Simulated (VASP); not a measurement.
Input of a VASP 6.6.1 run:

File INCAR:

```
PREC = Accurate
ENCUT = 520
EDIFF = 1E-6
ISMEAR = -1
SIGMA = 0.15
LREAL = False
LASPH = True
NELM = 60
ALGO = Normal
ISIF = 2
LWAVE = False
LCHARG = False
GGA = PE
NBANDS = 21
```

File KPOINTS:

```
regular mesh
0
Gamma
  6 6 6
```

POSCAR

```
Sn
1.0
    0.0000000000      3.2967579821      3.2967579821
    3.2967579821      0.0000000000      3.2967579821
    3.2967579821      3.2967579821      0.0000000000
Sn
2
Direct
    0.0000000000      0.0000000000      0.0000000000
    0.2500000000      0.2500000000      0.2500000000
```

Potentials or basis: VASP PAW PBE potentials, release 64 (Sn_d).

The run is started by

```bash
$ cat potpaw_PBE.64/Sn_d/POTCAR > POTCAR
$ mpirun -np 1 vasp_std > vasp.out
```

(1) Predict the pressure.

(2) Estimate the band gap on the k mesh.

Results:

(1) 1.2 GPa.

(2) zero (band 14 reaches 5.24 eV, above the bottom of band 15 at 5.06 eV).

Caveat: spin-orbit coupling is left out, which moves the levels of the heavy elements.
